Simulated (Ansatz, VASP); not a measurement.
LiBN: VASP beside Ansatz

```
Li N B
1.0
     3.21577    0.00000    0.00000
     0.00000    2.79778    0.00000
     0.00000    0.00000    6.79796
Li N B
2 2 2
Direct
  0.00000 0.50000 0.20327
  0.50000 0.00000 0.79673
  0.00000 0.00000 0.99253
  0.50000 0.50000 0.00747
  0.00000 0.00000 0.50342
  0.50000 0.50000 0.49658
```

Alike in both runs: functional PBE; k mesh 7 × 8 × 3; no spin polarisation.

Ansatz relaxed the structure, and its values are those at the end. VASP's run is a single point on that final structure, the one shown.

```csv
,VASP,Ansatz
version,VASP 6.6.1,Ansatz 0.2.0
potentials or method,"VASP PAW PBE potentials, release 64 (Li_sv, N, B), cutoff 520 eV",PAW plane waves
occupations,"methfessel-paxton of order 1, width 0.1495 eV","cold, width 0.1495 eV"
valence electrons in the cell,22,22
```

Ansatz gave:

```
rms of the force components (eV/Å) : 0.010
```

Q: Which values does VASP return?

A: rms of the force components (eV/Å): 0.009.

Ansatz's warnings: stress scf threshold loose.

Noted on VASP's run: the cutoff is short for stress, so the pressure is rough.
